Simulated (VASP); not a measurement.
# Ru (P6_3/mmc) in VASP: notebook

The runs below take Ru through single point, with RPBE+D4, PBE.

Everything below comes from runs of VASP 6.6.1. Logs are shortened: lines on timing, memory, paths and dates and some standing lists are left out, and cuts for length are marked.

**1. The cell of the first run**

It takes space group P6_3/mmc (No. 194, hexagonal). Conventional cell: a = 2.699 Å, b = 2.699 Å, c = 4.274 Å, α = 90.00°, β = 90.00°, γ = 120.00°. Within 3.5 Å of Ru (site symmetry -6m2) lie 12 Ru at 2.64 to 2.70 Å.

**2. Single point, RPBE+D4**

Contents of INCAR:

```
SYSTEM = Ru
PREC     = Accurate       ! precision mode
ENCUT    = 520            ! plane-wave cutoff, eV
EDIFF    = 1E-6           ! SCF threshold, eV
ISMEAR   = -1             ! smearing method
SIGMA    = 0.05           ! smearing width, eV
LREAL    = .False.        ! projectors in reciprocal space
LASPH    = .True.         ! aspherical terms in the spheres
NELM     = 60             ! most SCF steps
ALGO     = Normal         ! electronic algorithm
ISIF     = 2              ! what is computed and relaxed
LWAVE    = .False.        ! write WAVECAR
LCHARG   = .False.        ! write CHGCAR
GGA      = RP             ! functional
IVDW     = 13             ! dispersion correction
NBANDS   = 21             ! bands
```

Contents of KPOINTS:

```
regular mesh
0
Gamma
  11 11 6
  0 0 0
```

Contents of POSCAR:

```
Ru
1.0
    2.6993559655      0.0000000000      0.0000000000
   -1.3496779828      2.3377108400      0.0000000000
    0.0000000000      0.0000000000      4.2736655220
Ru
2
Direct
    0.6666666667      0.3333333333      0.7500000000
    0.3333333333      0.6666666667      0.2500000000
```

Potentials or basis: VASP PAW PBE potentials, release 64 (Ru_pv).

Launch:

```
cat potpaw_PBE.64/Ru_pv/POTCAR > POTCAR
mpirun -np 1 vasp_std > vasp.out
```

OUTCAR:

```text
SYSTEM = Ru
   PREC = Accurate
   ENCUT = 520
   EDIFF = 1E-6
   ISMEAR = -1
   LREAL = .False.
   LASPH = .True.
   NELM = 60
   ISIF = 2
   GGA = RP
   IVDW = 13

 ion  position               nearest neighbor table
   1  0.667  0.333  0.750-   2 2.64   2 2.64   2 2.64   2 2.64   2 2.64   2 2.64
   2  0.333  0.667  0.250-   1 2.64   1 2.64   1 2.64   1 2.64   1 2.64   1 2.64

  LATTYP: Found a hexagonal cell.
 ALAT       =     2.6993559655
 C/A-ratio  =     1.5832167290

  Lattice vectors:

 A1 = (   2.6993559655,   0.0000000000,   0.0000000000)
 A2 = (  -1.3496779828,   2.3377108400,   0.0000000000)
 A3 = (   0.0000000000,   0.0000000000,   4.2736655220)

Analysis of symmetry for initial positions (statically):
=====================================================================
 Subroutine PRICEL returns:
 Original cell was already a primitive cell.

 Routine SETGRP: Setting up the symmetry group for a
 hexagonal supercell.

 Subroutine GETGRP returns: Found 24 space group operations
 (whereof 12 operations were pure point group operations)
 out of a pool of 24 trial point group operations.

The static configuration has the point symmetry D_3d.
 The point group associated with its full space group is D_6h.

Analysis of symmetry for dynamics (positions and initial velocities):
=====================================================================
 Subroutine PRICEL returns:
 Original cell was already a primitive cell.

 Routine SETGRP: Setting up the symmetry group for a
 hexagonal supercell.

 Subroutine GETGRP returns: Found 24 space group operations
 (whereof 12 operations were pure point group operations)
 out of a pool of 24 trial point group operations.

The dynamic configuration has the point symmetry D_3d.
 The point group associated with its full space group is D_6h.

 Subroutine INISYM returns: Found 24 space group operations
 (whereof 12 operations are pure point group operations),
 and found     1 'primitive' translations

----------------------------------------------------------------------------------------

                                     Primitive cell

  volume of cell :      26.9682

  direct lattice vectors                    reciprocal lattice vectors
     2.699355966  0.000000000  0.000000000     0.370458736  0.213884451  0.000000000
    -1.349677983  2.337710840  0.000000000     0.000000000  0.427768902  0.000000000
     0.000000000  0.000000000  4.273665522     0.000000000  0.000000000  0.233991171

  length of vectors
     2.699355966  2.699355966  4.273665522     0.427768902  0.427768902  0.233991171

  position of ions in fractional coordinates (direct lattice)
     0.666666667  0.333333333  0.750000000
     0.333333333  0.666666667  0.250000000

  ion indices of the primitive-cell ions
   primitive index   ion index
                 1           1
                 2           2

----------------------------------------------------------------------------------------

 KPOINTS: regular mesh

Automatic generation of k-mesh.
 Grid dimensions read from file:
 generate k-points for:   11   11    6

 Generating k-lattice:

  Cartesian coordinates                     Fractional coordinates (reciprocal lattice)
     0.033678067  0.019444041  0.000000000     0.090909091 -0.000000000  0.000000000
     0.000000000  0.038888082  0.000000000     0.000000000  0.090909091  0.000000000
     0.000000000  0.000000000  0.038998529     0.000000000  0.000000000  0.166666667

  Length of vectors
     0.038888082  0.038888082  0.038998529

  Shift w.r.t. Gamma in fractional coordinates (k-lattice)
     0.000000000  0.000000000  0.000000000

 Subroutine IBZKPT returns following result:
 ===========================================

 Found     64 irreducible k-points:

 Following reciprocal coordinates:
            Coordinates               Weight
  0.000000  0.000000  0.000000      1.000000
  0.090909 -0.000000  0.000000      6.000000
  0.181818 -0.000000  0.000000      6.000000
  0.272727  0.000000  0.000000      6.000000
  0.363636  0.000000  0.000000      6.000000
  0.454545  0.000000  0.000000      6.000000
[... 16 lines left out ...]
  0.090909  0.090909  0.166667     12.000000
  0.181818  0.090909  0.166667     24.000000
 [... further k-points ...]
   k-points           NKPTS =     64   k-points in BZ     NKDIM =     64   number of bands    NBANDS=     21
   number of dos      NEDOS =    301   number of ions     NIONS =      2
   total plane-waves  NPLWV =  12800
   dimension x,y,z NGX =    20 NGY =   20 NGZ =   32
   dimension x,y,z NGXF=    40 NGYF=   40 NGZF=   64
   ions per type =               2
   NGX,Y,Z   is equivalent  to a cutoff of  12.32, 12.32, 12.45 a.u.
   NGXF,Y,Z  is equivalent  to a cutoff of  24.63, 24.63, 24.90 a.u.
 SYSTEM =  Ru
   PREC   = accura    normal or accurate (medium, high low for compatibility)
   ISTART =      0    job   : 0-new  1-cont  2-samecut
   ICHARG =      2    charge: 1-file 2-atom 10-const
   ISPIN  =      1    spin polarized calculation?
   LNONCOLLINEAR =      F non collinear calculations
   LSORBIT =      F    spin-orbit coupling
   LASPH  =      T    aspherical Exc in radial PAW
   ENCUT  =  520.0 eV  38.22 Ry    6.18 a.u.   5.02  5.02  7.95*2*pi/ulx,y,z
   NELM   =     60;   NELMIN=  2; NELMDL= -5     # of ELM steps
   EDIFF  = 0.1E-05   stopping-criterion for ELM
   LREAL  =      F    real-space projection
   EDIFFG = 0.1E-04   stopping-criterion for IOM
   NSW    =      0    number of steps for IOM
   IBRION =     -1    ionic relax: 0-MD 1-quasi-New 2-CG
   NFREE  =      0    steps in history (QN), initial steepest desc. (CG)
   ISIF   =      2    stress and relaxation
   ISYM   =      2    0-nonsym 1-usesym 2-fastsym
   POTIM  = 0.5000    time-step for ionic-motion
   TEBEG  =    0.0;   TEEND  =   0.0 temperature during run
   PSTRESS=    0.0 pullay stress
   NELECT =      28.0000    total number of electrons
   NUPDOWN=      -1.0000    fix difference up-down
   EMIN   =  10.00;   EMAX   =-10.00  energy-range for DOS
   EFERMI =   0.00;   METHOD = LEGACY
   ISMEAR =    -1;   SIGMA  =   0.05  broadening in eV -4-tet -1-fermi 0-gaus
   EFERMI_NEDOS =   21; number of points for ismear=-14 and -15
   IALGO  =     38    algorithm
   IMIX   =      4    mixing-type and parameters
     AMIX     =   0.40;   BMIX     =  1.00
     AMIX_MAG =   1.60;   BMIX_MAG =  1.00
  volume/ion in A,a.u.               =      13.48        91.00
  Fermi-wavevector in a.u.,A,eV,Ry     =   1.657717  3.132631 37.389152  2.748025
  Thomas-Fermi vector in A             =   2.745422
   LORBIT       =      0    0 simple, 1 ext, 2 COOP (PROOUT), +10 PAW based schemes
   GGA     = RP    functional components
   LHFCALC =     F    Hartree Fock is set to
   AEXX    =    0.0000 exact exchange contribution
   IVDW    =    13    specifies the selected vdW correction
   LEPSILON=     F    determine dielectric tensor
   LRPA    =     F    only Hartree local field effects (RPA)
 non-spin polarized calculation
  energy-cutoff  :      520.00
  volume of cell :       26.97
 maximum number of plane-waves:       744
 NGX is ok and might be reduce to    20
   NGX =  9   NGY =  9   NGZ = 15

 number of electron      28.0000005 magnetization

 Free energy of the ion-electron system (eV)
  ---------------------------------------------------
  ext. energy  EPLUGINS =         0.00000000
  ---------------------------------------------------
  free energy    TOTEN  =       -17.13911507 eV

  energy without entropy =      -17.12251031  energy(sigma->0) =      -17.13081269

 E-fermi :  12.9737     XC(G=0): -14.0890

 val. band max:       12.9540042559   @ k =   0.2727   0.0000   0.0000
 cond. band min:      12.9870718130   @ k =   0.2727   0.1818   0.0000
 fundamental gap:      0.0330675572
 Fermi energy:        12.9737243119

 k-point     1 :       0.0000    0.0000    0.0000
  band No.  band energies     occupation
      1     -30.6369      2.00000
      2     -29.6843      2.00000
      3     -29.6843      2.00000
      4     -29.5112      2.00000
      5     -29.5112      2.00000
      6     -29.4697      2.00000
[... 13 lines left out ...]
     20      23.5432      0.00000
     21      23.5534      0.00000

 k-point     2 :       0.0909   -0.0000    0.0000
  band No.  band energies     occupation
      1     -30.6083      2.00000
      2     -29.7451      2.00000
      3     -29.7048      2.00000
      4     -29.5745      2.00000
      5     -29.5196      2.00000
      6     -29.4830      2.00000
[... 13 lines left out ...]
     20      23.5431      0.00000
     21      23.5499      0.00000

 k-point     3 :       0.1818   -0.0000    0.0000
  band No.  band energies     occupation
      1     -30.5269      2.00000
      2     -29.9082      2.00000
      3     -29.7576      2.00000
      4     -29.7402      2.00000
      5     -29.5437      2.00000
      6     -29.5230      2.00000
[... 13 lines left out ...]
     20      23.5431      0.00000
     21      23.5461      0.00000

 k-point     4 :       0.2727    0.0000    0.0000
  band No.  band energies     occupation
      1     -30.4065      2.00000
      2     -30.1218      2.00000
      3     -29.9489      2.00000
      4     -29.8237      2.00000
      5     -29.5892      2.00000
      6     -29.5777      2.00000
[... 13 lines left out ...]
     20      23.5431      0.00000
     21      23.5446      0.00000

 k-point     5 :       0.3636    0.0000    0.0000
  band No.  band energies     occupation
      1     -30.3175      2.00000
      2     -30.2706      2.00000
      3     -30.1332      2.00000
      4     -29.8822      2.00000
      5     -29.6750      2.00000
      6     -29.6105      2.00000
[... 13 lines left out ...]
     20      23.5421      0.00000
     21      23.5432      0.00000

 k-point     6 :       0.4545    0.0000    0.0000
  band No.  band energies     occupation
      1     -30.4333      2.00000
      2     -30.2398      2.00000
      3     -30.1627      2.00000
      4     -29.9162      2.00000
      5     -29.7529      2.00000
      6     -29.6305      2.00000
[... 13 lines left out ...]
     20      23.5430      0.00000
     21      24.0905      0.00000

 k-point     7 :       0.0909    0.0909    0.0000
  band No.  band energies     occupation
      1     -30.5532      2.00000
      2     -29.8438      2.00000
      3     -29.7729      2.00000
      4     -29.6613      2.00000
      5     -29.5452      2.00000
      6     -29.5097      2.00000
[... 13 lines left out ...]
     20      23.5431      0.00000
     21      23.5469      0.00000
[... 291 lines left out ...]
      1     -30.4043      2.00000
      2     -30.0725      2.00000
      3     -29.9912      2.00000
      4     -29.8075      2.00000
      5     -29.5992      2.00000
      6     -29.5944      2.00000
[... 13 lines left out ...]
     20      23.5431      0.00000
     21      24.8758      0.00000

 k-point    21 :       0.3636    0.0000    0.1667
  band No.  band energies     occupation
      1     -30.4172      2.00000
      2     -30.2110      2.00000
      3     -30.0995      2.00000
      4     -29.8643      2.00000
      5     -29.6664      2.00000
      6     -29.6290      2.00000
[... 13 lines left out ...]
     20      23.5431      0.00000
     21      24.2450      0.00000

 k-point    22 :       0.4545    0.0000    0.1667
  band No.  band energies     occupation
      1     -30.4912      2.00000
      2     -30.3054      2.00000
      3     -30.0607      2.00000
      4     -29.8974      2.00000
      5     -29.7274      2.00000
      6     -29.6500      2.00000
[... 13 lines left out ...]
     20      23.5430      0.00000
     21      23.6999      0.00000

 k-point    23 :       0.0909    0.0909    0.1667
  band No.  band energies     occupation
      1     -30.4958      2.00000
      2     -29.8234      2.00000
      3     -29.7780      2.00000
      4     -29.6994      2.00000
      5     -29.5590      2.00000
      6     -29.5364      2.00000
[... 13 lines left out ...]
     20      23.5431      0.00000
     21      24.7402      0.00000

 k-point    24 :       0.1818    0.0909    0.1667
  band No.  band energies     occupation
      1     -30.4247      2.00000
      2     -29.9870      2.00000
      3     -29.9377      2.00000
      4     -29.7786      2.00000
      5     -29.6055      2.00000
      6     -29.5716      2.00000
[... 13 lines left out ...]
     20      23.5431      0.00000
     21      24.8567      0.00000

 [... further k-points ...]

------------------------ aborting loop because EDIFF is reached ----------------------------------------

  DFT-D4 for vdW energy calculation

  Edisp (eV):   -1.99975

  FORCE on cell =-STRESS in cart. coord.  units (eV):
  Direction    XX          YY          ZZ          XY          YZ          ZX
  --------------------------------------------------------------------------------------
  -------------------------------------------------------------------------------------
  Total      -0.01282    -0.01282    -0.01030     0.00000     0.00000     0.00000
  in kB      -0.76177    -0.76177    -0.61193     0.00000     0.00000     0.00000
  external pressure =       -0.71 kB  Pullay stress =        0.00 kB

 VOLUME and BASIS-vectors are now :
 -----------------------------------------------------------------------------
  energy-cutoff  :      520.00
  volume of cell :       26.97
      direct lattice vectors                 reciprocal lattice vectors
     2.699355966  0.000000000  0.000000000     0.370458736  0.213884451  0.000000000
    -1.349677983  2.337710840  0.000000000     0.000000000  0.427768902  0.000000000
     0.000000000  0.000000000  4.273665522     0.000000000  0.000000000  0.233991171

 POSITION                                       TOTAL-FORCE (eV/Angst)
 -----------------------------------------------------------------------------------
      1.34968      0.77924      3.20525         0.000000      0.000000      0.000000
     -0.00000      1.55847      1.06842        -0.000000      0.000000      0.000000
 -----------------------------------------------------------------------------------
    total drift:                                0.000000     -0.000000      0.000000

  FREE ENERGIE OF THE ION-ELECTRON SYSTEM (eV)
  ---------------------------------------------------
  free  energy   TOTEN  =       -19.1388638282 eV

  energy  without entropy=      -19.1222590625  energy(sigma->0) =      -19.13056145
```

It took 42 s on 1 thread of Intel Xeon 8259CL, shared host; peak memory 0.16 GiB.

What came out:

```yaml
Free_energy: -19.1389 eV
Pressure: -0.1 GPa
Band_gap_on_the_k_mesh: zero (band 14 reaches 14.55 eV, above the bottom of band 15 at 11.46 eV)
Dispersion_energy_per_atom: -1.000 eV
```

Caveat: the PAW data sets were made with another functional, which shifts forces and pressure a little; pairwise dispersion overbinds metals, which lowers pressure and volume.

**3. Single point, PBE**

This run uses another cell than the first one, of 13.57 Å³/atom, 1.007 times its volume.

Contents of INCAR:

```
PREC = Accurate ; ENCUT = 520
EDIFF = 1E-7 ; ISMEAR = 0
SIGMA = 0.026000000000000002 ; LREAL = F
LASPH = T ; NELM = 100
ALGO = Fast ; ISIF = 2
LWAVE = F ; LCHARG = T
GGA = PE ; LELF = T
LVHAR = T ; NBANDS = 21
```

Contents of KPOINTS:

```
Automatic mesh
0
Gamma
  11 11 6
```

Contents of POSCAR:

```
Ru
1.0
    2.7058000000      0.0000000000      0.0000000000
   -1.3529000000      2.3432915376      0.0000000000
    0.0000000000      0.0000000000      4.2819000000
Ru
2
Direct
    0.6666666667      0.3333333333      0.7500000000
    0.3333333333      0.6666666667      0.2500000000
```

Potentials or basis: VASP PAW PBE potentials, release 64 (Ru_pv).

Launch:

```
cat potpaw_PBE.64/Ru_pv/POTCAR > POTCAR
mpirun -np 1 vasp_std > vasp.out
```

Run time: 47 s. Hardware: 1 thread of Intel Xeon 8259CL, shared host; peak memory 0.15 GiB.

Results (log left out):

```yaml
Free_energy: -18.4510 eV
Pressure: 4.4 GPa
Band_gap_on_the_k_mesh: zero (band 14 reaches 14.34 eV, above the bottom of band 15 at 11.27 eV)
```

Stress tensor (GPa, compression positive):
```
4.48 0.00 0.00
0.00 4.48 0.00
0.00 0.00 4.33
```

Levels at points of the mesh, in eV from the Fermi level:
| k point | band 10 | band 11 | band 12 | band 13 | band 14 | band 15 | band 16 | band 17 | band 18 | band 19 |
| --- | --- | --- | --- | --- | --- | --- | --- | --- | --- | --- |
| (0.00, 0.00, 0.00) | -2.54 | -2.36 | -1.86 | -1.86 | -1.33 | -1.33 | 1.24 | 1.24 | 1.35 | 10.35 |
| (0.00, 0.00, 0.50) | -2.70 | -2.70 | -2.70 | -2.66 | -2.66 | 0.60 | 0.60 | 0.60 | 0.60 | 10.48 |
